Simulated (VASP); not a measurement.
# Al32NO47 (a cell with a defect) in VASP: a series of runs

Runs on Al32NO47 (a cell with a defect). Level: PBE. Tasks: single point.

Program: VASP 6.6.1. These are calculated values, not measurements. Logs are shortened: lines on timing, memory, paths and dates and some standing lists are left out, and cuts for length are marked.

### Step 1. The cell of the first run

The cell holds a defect, 80 atoms: a = 10.361 Å, b = 10.361 Å, c = 10.361 Å, α = 55.29°, β = 55.29°, γ = 55.29°.

### Step 2. Single point, PBE

File INCAR:

```
SYSTEM = Al32NO47
  ALGO = Normal
  EDIFF = 1E-6
  ENCUT = 520
  GGA = PE
  GGA_COMPAT = .FALSE.
  ISIF = 2
  ISMEAR = 0
  LASPH = .TRUE.
  LCHARG = .TRUE.
  LELF = .TRUE.
  LREAL = Auto
  LVHAR = .TRUE.
  LWAVE = .FALSE.
  NBANDS = 238
  NELECT = 384.0
  NELM = 120
  PREC = Accurate
  SIGMA = 0.01
```

File KPOINTS:

```
k-points
0
G
  1 1 1
  0 0 0
```

File POSCAR:

```
Al32NO47
1.0
    4.8078835217      2.7758328471      8.7484141900
   -4.8078835212      2.7758328488      8.7484141892
    0.0000000017     -5.5516656896      8.7484141908
Al O N
32 47 1
Direct
    0.3248437499      0.3244130523      0.3250624800
    0.4321907851      0.4237217664      0.4282855707
    0.0747205527      0.0733653421      0.0741615058
    0.1751853112      0.1766829003      0.1761481017
    0.3256749284      0.3228236262      0.8233903366
    0.4261088345      0.4265221703      0.9259431930
    0.0752209381      0.0738224861      0.5733525122
    0.1755630808      0.1763320922      0.6758722890
    0.3240535003      0.8242363690      0.3230906739
    0.4269855604      0.9262615039      0.4249562796
    0.0737802392      0.5738245346      0.0742266100
    0.1770098060      0.6754561477      0.1758716529
    0.3243884848      0.8249265984      0.8232472686
    0.4271450569      0.9258854505      0.9252457204
    0.0755975784      0.5735348268      0.5730132204
    0.1760677110      0.6755189891      0.6763300344
    0.8185721195      0.3213954835      0.3259751551
    0.9259486266      0.4246192359      0.4252555923
    0.5748152671      0.0745355566      0.0718179326
    0.6762126266      0.1759970950      0.1764947259
    0.8237938464      0.3247310915      0.8234228717
    0.9267264651      0.4265899385      0.9254528436
    0.5747835701      0.0814494034      0.5695908472
    0.6759958139      0.1800907042      0.6682254137
    0.8246782005      0.8237479125      0.3231518156
    0.9251189741      0.9262871895      0.4268508937
    0.5742305019      0.5735774780      0.0742351226
    0.6765503975      0.6754472514      0.1761136688
    0.8236378071      0.8244396963      0.8237957446
    0.9263912387      0.9264379666      0.9247557852
    0.5745798124      0.5731933847      0.5736860100
    0.6759718910      0.6778720028      0.6751506696
    0.2228902519      0.0278512165      0.3744036230
    0.4724500115      0.1248945758      0.2775551560
    0.0281282180      0.3754138916      0.2207395946
    0.3742172359      0.2221130101      0.0297367904
    0.1253910499      0.2789754160      0.4707075191
    0.2782367432      0.4720479523      0.1249305104
    0.2207698979      0.0279031849      0.8752033550
    0.4682294463      0.1224067464      0.7853169985
    0.0278934971      0.3752829686      0.7218388328
    0.3712103081      0.2207095941      0.5285380203
    0.1253282654      0.2783764205      0.9712957633
    0.2752062237      0.4732022655      0.6268391503
    0.2226758171      0.5289381131      0.3742857335
    0.4714930959      0.6276644076      0.2757827138
    0.0296517275      0.8741282642      0.2208146489
    0.3756050182      0.7220143512      0.0272203514
    0.1254581084      0.7783971202      0.4713171945
    0.2789131407      0.9710390999      0.1247175799
    0.2211345678      0.5288677998      0.8755613883
    0.4717170798      0.6261116663      0.7781719961
    0.0300034803      0.8744831329      0.7217851365
    0.3755435986      0.7214420738      0.5277334149
    0.1253897870      0.7784351458      0.9712421533
    0.2781906551      0.9710113278      0.6245642205
    0.7240766154      0.0239126106      0.3733421203
    0.9755842945      0.1228542015      0.2764907568
    0.5274394704      0.3760522628      0.2181176006
    0.8752478170      0.2219473389      0.0282449330
    0.7793099271      0.4739043617      0.1220209326
    0.7224499649      0.0294902458      0.8727023667
    0.9725819552      0.1251242085      0.7786614253
    0.5267072974      0.3763435389      0.7257712682
    0.8795735733      0.2211421970      0.5289605916
    0.6257348392      0.2780701262      0.9713198427
    0.7783417902      0.4721140369      0.6247856154
    0.7233529815      0.5315597966      0.3736404051
    0.9725474207      0.6247619514      0.2776309786
    0.5289801697      0.8755060428      0.2208779258
    0.8751758185      0.7224609413      0.0276746046
    0.6250573538      0.7783568383      0.4716042248
    0.7790704807      0.9715118627      0.1235623505
    0.7218071777      0.5288031523      0.8741795533
    0.9718705905      0.6249640766      0.7786659354
    0.5283376421      0.8769769746      0.7201921044
    0.8765783571      0.7199339949      0.5275733994
    0.6253946746      0.7781077907      0.9715795333
    0.7825657334      0.9643695742      0.6272742940
    0.6253829226      0.2751181329      0.4745776323
```

Potentials or basis: VASP PAW PBE potentials, release 64 (Al, O, N).

Run with:

```
$ cat potpaw_PBE.64/Al/POTCAR potpaw_PBE.64/O/POTCAR potpaw_PBE.64/N/POTCAR > POTCAR
$ mpirun -np 1 vasp_gam > vasp.out
```

OUTCAR:

```text
SYSTEM = Al32NO47
   EDIFF = 1E-6
   ENCUT = 520
   GGA = PE
   ISIF = 2
   ISMEAR = 0
   LASPH = .TRUE.
   LREAL = Auto
   NELECT = 384.0
   NELM = 120
   PREC = Accurate

 ion  position               nearest neighbor table
   1  0.325  0.324  0.325-  37 1.88  34 1.89  38 1.89  42 1.95  59 1.97  45 1.98   2 2.71   8 2.81
                            12 2.81  20 2.82  10 3.26   6 3.27  18 3.27
   2  0.432  0.424  0.428-  80 1.83  46 1.89  44 1.89  42 2.04  59 2.05  45 2.05   1 2.71  23 2.74
                            27 2.83  15 2.85  17 3.14   5 3.22   9 3.26
   3  0.075  0.073  0.074-  39 1.87  47 1.87  60 1.88  58 1.97  50 1.99  43 1.99   4 2.68  14 2.82
                            26 2.82  22 2.83  12 3.25  20 3.26   8 3.26
   4  0.175  0.177  0.176-  35 1.87  36 1.87  33 1.88  58 1.97  43 1.99  50 2.00   3 2.68   9 2.82
                             5 2.82  17 2.85  11 3.25   7 3.25  19 3.26
   5  0.326  0.323  0.823-  40 1.85  44 1.88  43 1.88  64 1.99  36 2.00  51 2.01   6 2.68  24 2.81
                            16 2.82   4 2.82   2 3.22  14 3.25  22 3.26
   6  0.426  0.427  0.926-  38 1.87  66 1.88  52 1.88  64 1.95  51 1.99  36 1.99   5 2.68  19 2.82
                            31 2.82  11 2.82  21 3.25  13 3.26   1 3.27
   7  0.075  0.074  0.573-  65 1.84  33 1.87  53 1.87  56 1.98  37 1.99  63 2.00   8 2.67  18 2.81
                            30 2.81  10 2.82   4 3.25  16 3.26  24 3.27
   8  0.176  0.176  0.676-  42 1.84  41 1.87  39 1.87  63 1.98  37 1.99  56 2.00   7 2.67   1 2.81
                            13 2.81  21 2.82  15 3.25   3 3.26  23 3.27
   9  0.324  0.824  0.323-  46 1.86  50 1.87  49 1.87  33 1.99  54 2.00  70 2.00  10 2.68   4 2.82
[... 93 lines left out ...]
  79  0.783  0.964  0.627-  29 1.83  26 1.85  23 2.03  24 2.03
  80  0.625  0.275  0.475-  17 1.83   2 1.83  24 1.91  23 1.91

  LATTYP: Found a trigonal (rhomboedric) cell.
 ALAT       =    10.3612616405
 COS(alpha) =     0.5693617617

  Lattice vectors:

 A1 = (   4.8078835217,   2.7758328471,   8.7484141900)
 A2 = (  -4.8078835212,   2.7758328488,   8.7484141892)
 A3 = (   0.0000000017,  -5.5516656896,   8.7484141908)

Analysis of symmetry for initial positions (statically):
=====================================================================
 Subroutine PRICEL returns:
 Original cell was already a primitive cell.

 Routine SETGRP: Setting up the symmetry group for a
 trigonal (rhombohedral) supercell.

 Subroutine GETGRP returns: Found  1 space group operations
 (whereof  1 operations were pure point group operations)
 out of a pool of 12 trial point group operations.

The static configuration has the point symmetry C_1 .

Analysis of symmetry for dynamics (positions and initial velocities):
=====================================================================
 Subroutine PRICEL returns:
 Original cell was already a primitive cell.

 Routine SETGRP: Setting up the symmetry group for a
 trigonal (rhombohedral) supercell.

 Subroutine GETGRP returns: Found  1 space group operations
 (whereof  1 operations were pure point group operations)
 out of a pool of 12 trial point group operations.

The dynamic configuration has the point symmetry C_1 .

 Subroutine INISYM returns: Found  1 space group operations
 (whereof  1 operations are pure point group operations),
 and found     1 'primitive' translations

----------------------------------------------------------------------------------------

                                     Primitive cell

  volume of cell :     700.5318

  direct lattice vectors                    reciprocal lattice vectors
     4.807883522  2.775832847  8.748414190     0.103995864  0.060042040  0.038102144
    -4.807883521  2.775832849  8.748414189    -0.103995864  0.060042040  0.038102144
[... 192 lines left out ...]
 ===========================================

 Found      1 irreducible k-points:

 Following reciprocal coordinates:
            Coordinates               Weight
  0.000000  0.000000  0.000000      1.000000
   k-points           NKPTS =      1   k-points in BZ     NKDIM =      1   number of bands    NBANDS=    238
   number of dos      NEDOS =    301   number of ions     NIONS =     80
   total plane-waves  NPLWV = 512000
   dimension x,y,z NGX =    80 NGY =   80 NGZ =   80
   dimension x,y,z NGXF=   160 NGYF=  160 NGZF=  160
   ions per type =              32  47   1
   NGX,Y,Z   is equivalent  to a cutoff of  12.84, 12.84, 12.84 a.u.
   NGXF,Y,Z  is equivalent  to a cutoff of  25.67, 25.67, 25.67 a.u.
 SYSTEM =  Al32NO47
   PREC   = accura    normal or accurate (medium, high low for compatibility)
   ISTART =      0    job   : 0-new  1-cont  2-samecut
   ICHARG =      2    charge: 1-file 2-atom 10-const
   ISPIN  =      1    spin polarized calculation?
   LNONCOLLINEAR =      F non collinear calculations
   LSORBIT =      F    spin-orbit coupling
   LASPH  =      T    aspherical Exc in radial PAW
   ENCUT  =  520.0 eV  38.22 Ry    6.18 a.u.  19.27 19.27 19.27*2*pi/ulx,y,z
   NELM   =    120;   NELMIN=  2; NELMDL= -5     # of ELM steps
   EDIFF  = 0.1E-05   stopping-criterion for ELM
   LREAL  =      T    real-space projection
   EDIFFG = 0.1E-04   stopping-criterion for IOM
   NSW    =      0    number of steps for IOM
   IBRION =     -1    ionic relax: 0-MD 1-quasi-New 2-CG
   NFREE  =      0    steps in history (QN), initial steepest desc. (CG)
   ISIF   =      2    stress and relaxation
   ISYM   =      2    0-nonsym 1-usesym 2-fastsym
   POTIM  = 0.5000    time-step for ionic-motion
   TEBEG  =    0.0;   TEEND  =   0.0 temperature during run
   PSTRESS=    0.0 pullay stress
   NELECT =     384.0000    total number of electrons
   NUPDOWN=      -1.0000    fix difference up-down
   EMIN   =  10.00;   EMAX   =-10.00  energy-range for DOS
   EFERMI =   0.00;   METHOD = LEGACY
   ISMEAR =     0;   SIGMA  =   0.01  broadening in eV -4-tet -1-fermi 0-gaus
   EFERMI_NEDOS =   21; number of points for ismear=-14 and -15
   IALGO  =     38    algorithm
   IMIX   =      4    mixing-type and parameters
     AMIX     =   0.40;   BMIX     =  1.00
     AMIX_MAG =   1.60;   BMIX_MAG =  1.00
  volume/ion in A,a.u.               =       8.76        59.09
  Fermi-wavevector in a.u.,A,eV,Ry     =   1.339808  2.531870 24.423627  1.795086
  Thomas-Fermi vector in A             =   2.468171
   LORBIT       =      0    0 simple, 1 ext, 2 COOP (PROOUT), +10 PAW based schemes
   GGA     = PE    functional components
   LHFCALC =     F    Hartree Fock is set to
   AEXX    =    0.0000 exact exchange contribution
   IVDW    =     0    specifies the selected vdW correction
   LEPSILON=     F    determine dielectric tensor
   LRPA    =     F    only Hartree local field effects (RPA)
 non-spin polarized calculation
 Gauss-broadening in eV      SIGMA  =   0.01
  energy-cutoff  :      520.00
  volume of cell :      700.53
 maximum number of plane-waves:      9404
 NGX is ok and might be reduce to    80
   NGX = 39   NGY = 39   NGZ = 39

 number of electron     384.0000041 magnetization

 Free energy of the ion-electron system (eV)
  ---------------------------------------------------
  ext. energy  EPLUGINS =         0.00000000
  ---------------------------------------------------
  free energy    TOTEN  =      -588.61196205 eV

  energy without entropy =     -588.61196205  energy(sigma->0) =     -588.61196205

 E-fermi :   7.4148     XC(G=0): -11.5590

 val. band max:        7.3606632574   @ k =   0.0000   0.0000   0.0000
 cond. band min:      11.7146026092   @ k =   0.0000   0.0000   0.0000
 fundamental gap:      4.3539393518
 Fermi energy:         7.4148015560

 k-point     1 :       0.0000    0.0000    0.0000
  band No.  band energies     occupation
      1     -13.2187      2.00000
      2     -12.2881      2.00000
      3     -12.2824      2.00000
      4     -12.1734      2.00000
      5     -12.1702      2.00000
      6     -12.1602      2.00000
[... 196 lines left out ...]
    203      15.0932      0.00000
    204      15.1150      0.00000
 [bands above 204 left out]

------------------------ aborting loop because EDIFF is reached ----------------------------------------

  FORCE on cell =-STRESS in cart. coord.  units (eV):
  Direction    XX          YY          ZZ          XY          YZ          ZX
  --------------------------------------------------------------------------------------
  -------------------------------------------------------------------------------------
  Total       15.3381783     14.3940127     13.8119708      0.8108545      0.2204960      0.3850916
  in kB       35.0797532     32.9203641     31.5891835      1.8544952      0.5042936      0.8807380
  external PRESSURE =      33.1964336 kB  Pullay stress =       0.0000000 kB

 VOLUME and BASIS-vectors are now :
 -----------------------------------------------------------------------------
  energy-cutoff  :      520.00
  volume of cell :      700.53
      direct lattice vectors                 reciprocal lattice vectors
     4.807883522  2.775832847  8.748414190     0.103995864  0.060042040  0.038102144
    -4.807883521  2.775832849  8.748414189    -0.103995864  0.060042040  0.038102144
     0.000000002 -5.551665690  8.748414191    -0.000000000 -0.120084080  0.038102144

 POSITION                                       TOTAL-FORCE (eV/Angst)
 -----------------------------------------------------------------------------------
      0.00207     -0.00241      8.52375         0.002386     -0.000574     -0.008617
      0.04072     -0.00183     11.23470         0.006306     -0.001222      0.004269
      0.00652     -0.00066      1.94431        -0.001812     -0.000590     -0.009894
     -0.00720     -0.00119      4.61931        -0.001054     -0.000819      0.012873
      0.01371     -2.77106     12.87669        -0.002093      0.004821     -0.002729
     -0.00199     -2.77377     15.55970        -0.001089      0.002293      0.011425
[... 72 lines left out ...]
     -0.87409      1.36678     20.77057        -0.003159     -0.001802     -0.001323
      1.68403     -0.13506     12.02976         0.003074     -0.006522     -0.002518
 -----------------------------------------------------------------------------------
    total drift:                                0.009647      0.014663      0.009783

  FREE ENERGIE OF THE ION-ELECTRON SYSTEM (eV)
  ---------------------------------------------------
  free  energy   TOTEN  =      -588.6119620515 eV

  energy  without entropy=     -588.6119620515  energy(sigma->0) =     -588.61196205
```

Run time: 14 min. Hardware: 1 thread of Intel Xeon 8259CL, shared host; peak memory 1 GiB.

What came out:

```yaml
Free_energy: -588.6120 eV
Largest_force: 0.017 eV/Å
```

Forces in eV/Å, atoms in the order of the input:
```
Al   0.002 -0.001 -0.009
Al   0.006 -0.001  0.004
Al  -0.002 -0.001 -0.010
Al  -0.001 -0.001  0.013
Al  -0.002  0.005 -0.003
Al  -0.001  0.002  0.011
Al  -0.001 -0.002 -0.009
Al   0.003  0.000  0.002
Al   0.001  0.001  0.000
Al   0.000 -0.001  0.012
Al  -0.001  0.000 -0.003
Al   0.003  0.001  0.004
Al   0.001  0.002 -0.013
Al   0.000  0.000  0.006
Al   0.001 -0.002 -0.013
Al  -0.001  0.002  0.010
Al   0.000 -0.005 -0.002
Al  -0.001 -0.005  0.008
Al  -0.002 -0.001 -0.005
Al  -0.001 -0.004  0.007
Al   0.001  0.000 -0.013
Al   0.000  0.000  0.003
Al  -0.004  0.005 -0.011
Al  -0.002  0.005  0.016
Al   0.001  0.000 -0.013
Al  -0.006  0.001  0.004
Al   0.002 -0.003 -0.008
Al   0.004 -0.005  0.011
Al   0.002  0.000 -0.001
Al  -0.002  0.001  0.011
Al   0.006  0.000 -0.008
Al   0.002  0.000  0.003
O   -0.002  0.001 -0.004
O   -0.003 -0.002 -0.001
O    0.000  0.004 -0.007
O   -0.002 -0.005 -0.005
O   -0.002  0.007  0.001
O    0.002  0.000  0.000
O   -0.002 -0.003  0.004
O    0.002  0.000 -0.002
O   -0.001  0.001  0.004
O    0.000 -0.005  0.003
O   -0.001  0.003 -0.002
O   -0.002  0.001 -0.003
O   -0.004  0.002  0.004
O   -0.004 -0.004 -0.002
O    0.005  0.002  0.002
O    0.001 -0.005  0.003
O    0.000  0.004 -0.001
O    0.004  0.000 -0.003
O   -0.003 -0.003 -0.002
O   -0.003 -0.002  0.003
O    0.002  0.001 -0.004
O    0.000 -0.002 -0.006
O    0.001  0.001  0.002
O    0.002 -0.001  0.001
O   -0.003 -0.002  0.004
O   -0.001  0.001  0.000
O   -0.002  0.003  0.002
O    0.002  0.000  0.007
O    0.005  0.003  0.000
O   -0.008  0.004 -0.007
O   -0.001 -0.001  0.002
O    0.003  0.003 -0.005
O    0.004 -0.002 -0.002
O    0.000  0.000  0.003
O    0.000  0.001  0.003
O   -0.003  0.004 -0.003
O   -0.001 -0.003  0.001
O    0.000  0.004 -0.006
O    0.003 -0.003 -0.001
O    0.000  0.001  0.000
O    0.004  0.001  0.000
O   -0.003  0.001  0.005
O    0.000 -0.001  0.000
O   -0.001  0.008  0.007
O    0.004 -0.002  0.005
O    0.000 -0.001 -0.001
O   -0.003 -0.002 -0.001
N    0.003 -0.007 -0.003
```

Caveat: the k points lie up to 0.79 Å⁻¹ apart; the cell carries a net charge on a neutralising background, which shifts energy and pressure; the cell is charged against a uniform background, so pressure and absolute levels hang on convention.

### Step 3. Single point, PBE

File INCAR:

```
  PREC = Accurate
  ENCUT = 520
  EDIFF = 1E-6
  ISMEAR = -1
  SIGMA = 0.01
  LREAL = Auto
  LASPH = True
  NELM = 120
  ALGO = Normal
  ISIF = 2
  LWAVE = False
  LCHARG = True
  GGA = PE
  LELF = True
  LVHAR = True
  NELECT = 384.0
  NBANDS = 238
  GGA_COMPAT = False
```

File KPOINTS:

```
regular mesh
0
Gamma
  1 1 1
```

Changes to POSCAR since step 2:

```diff
@@ -2,5 +2,5 @@
 1.0
-    4.8078835217      2.7758328471      8.7484141900
-   -4.8078835212      2.7758328488      8.7484141892
-    0.0000000017     -5.5516656896      8.7484141908
+    4.8078835245      2.7758328471      8.7484141875
+   -4.8078835245      2.7758328471      8.7484141875
+    0.0000000000     -5.5516656942      8.7484141875
 Al O N
```

Potentials or basis: VASP PAW PBE potentials, release 64 (Al, O, N).

Run with:

```
$ cat potpaw_PBE.64/Al/POTCAR potpaw_PBE.64/O/POTCAR potpaw_PBE.64/N/POTCAR > POTCAR
$ mpirun -np 1 vasp_gam > vasp.out
```

It took 13 min on 1 thread of Intel Xeon 8259CL, shared host; peak memory 0.99 GiB.

The run converged. Its results:

```yaml
Free_energy: -588.6120 eV
Largest_force: 0.017 eV/Å
```

Forces on the atoms (eV/Å):
```
Al   0.002 -0.001 -0.009
Al   0.006 -0.001  0.004
Al  -0.002 -0.001 -0.010
Al  -0.001 -0.001  0.013
Al  -0.002  0.005 -0.003
Al  -0.001  0.002  0.011
Al  -0.001 -0.002 -0.009
Al   0.003  0.000  0.002
Al   0.001  0.001  0.000
Al   0.000 -0.001  0.012
Al  -0.001  0.000 -0.003
Al   0.003  0.001  0.004
Al   0.001  0.002 -0.013
Al   0.000  0.000  0.006
Al   0.001 -0.002 -0.013
Al  -0.001  0.002  0.010
Al   0.000 -0.005 -0.002
Al  -0.001 -0.005  0.008
Al  -0.002 -0.001 -0.005
Al  -0.001 -0.004  0.007
Al   0.001  0.000 -0.013
Al   0.000  0.000  0.003
Al  -0.004  0.005 -0.011
Al  -0.002  0.005  0.016
Al   0.001  0.000 -0.013
Al  -0.006  0.001  0.004
Al   0.002 -0.003 -0.008
Al   0.004 -0.005  0.011
Al   0.002  0.000 -0.001
Al  -0.002  0.001  0.011
Al   0.006  0.000 -0.008
Al   0.002  0.000  0.003
O   -0.002  0.001 -0.004
O   -0.003 -0.002 -0.001
O    0.000  0.004 -0.007
O   -0.002 -0.005 -0.005
O   -0.002  0.007  0.001
O    0.002  0.000  0.000
O   -0.002 -0.003  0.004
O    0.002  0.000 -0.002
O   -0.001  0.001  0.004
O    0.000 -0.005  0.003
O   -0.001  0.003 -0.002
O   -0.002  0.001 -0.003
O   -0.004  0.002  0.004
O   -0.004 -0.004 -0.002
O    0.005  0.002  0.002
O    0.001 -0.005  0.003
O    0.000  0.004 -0.001
O    0.004  0.000 -0.003
O   -0.003 -0.003 -0.002
O   -0.003 -0.002  0.003
O    0.002  0.001 -0.004
O    0.000 -0.002 -0.006
O    0.001  0.001  0.002
O    0.002 -0.001  0.001
O   -0.003 -0.002  0.004
O   -0.001  0.001  0.000
O   -0.002  0.003  0.002
O    0.002  0.000  0.007
O    0.005  0.003  0.000
O   -0.008  0.004 -0.007
O   -0.001 -0.001  0.002
O    0.003  0.003 -0.005
O    0.004 -0.002 -0.002
O    0.000  0.000  0.003
O    0.000  0.001  0.003
O   -0.003  0.004 -0.003
O   -0.001 -0.003  0.001
O    0.000  0.004 -0.006
O    0.003 -0.003 -0.001
O    0.000  0.001  0.000
O    0.004  0.001  0.000
O   -0.003  0.001  0.005
O    0.000 -0.001  0.000
O   -0.001  0.008  0.007
O    0.004 -0.002  0.005
O    0.000 -0.001 -0.001
O   -0.003 -0.002 -0.001
N    0.003 -0.007 -0.003
```

Levels at points of the mesh, in eV from the Fermi level:
```
           k point  band 188  band 189  band 190  band 191  band 192  band 193  band 194  band 195  band 196  band 197
(0.00, 0.00, 0.00)     -1.88     -1.86     -1.25     -0.92     -0.26      4.09      6.54      6.59      7.09      7.29
```

Caveat: the k points lie up to 0.79 Å⁻¹ apart; the cell carries a net charge on a neutralising background, which shifts energy and pressure; the cell is charged against a uniform background, so pressure and absolute levels hang on convention.
